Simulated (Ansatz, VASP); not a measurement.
# Two plane-wave programs on MgO

```xyz
4
Lattice="3.4841 0.0000 0.0000 -1.7421 3.0173 0.0000 0.0000 0.0000 4.1857" Properties=species:S:1:pos:R:3 pbc="T T T"
Mg    1.7421    1.0058    3.1393
Mg    0.0000    2.0115    1.0464
O     1.7421    1.0058    1.0464
O     0.0000    2.0115    3.1393
```

Alike in both runs: functional r2SCAN; k mesh 6 × 6 × 6; occupations gaussian, width 0.02 eV; no spin polarisation.

Ansatz relaxed the structure, and its values are those at the end. VASP's run is a single point on that final structure, the one shown.

|  | VASP | Ansatz |
| --- | --- | --- |
| version | VASP 6.6.1 | Ansatz 0.2.0 |
| potentials or method | VASP PAW PBE potentials, release 64 (Mg_sv, O), cutoff 750 eV | scalar-relativistic, plane waves, PAW |
| valence electrons in the cell | 32 | 32 |

|  | VASP | Ansatz | Ansatz less VASP |
| --- | --- | --- | --- |
| gap on the k mesh at the Fermi level (eV) | 4.10 | 4.09 | -0.008 |
| least direct gap on the mesh (eV) | 4.10 | 4.09 | -0.008 |

VASP's potentials were made for PBE, not for r2SCAN. With one functional, cell and mesh, what is left measures potentials, basis and numerics.
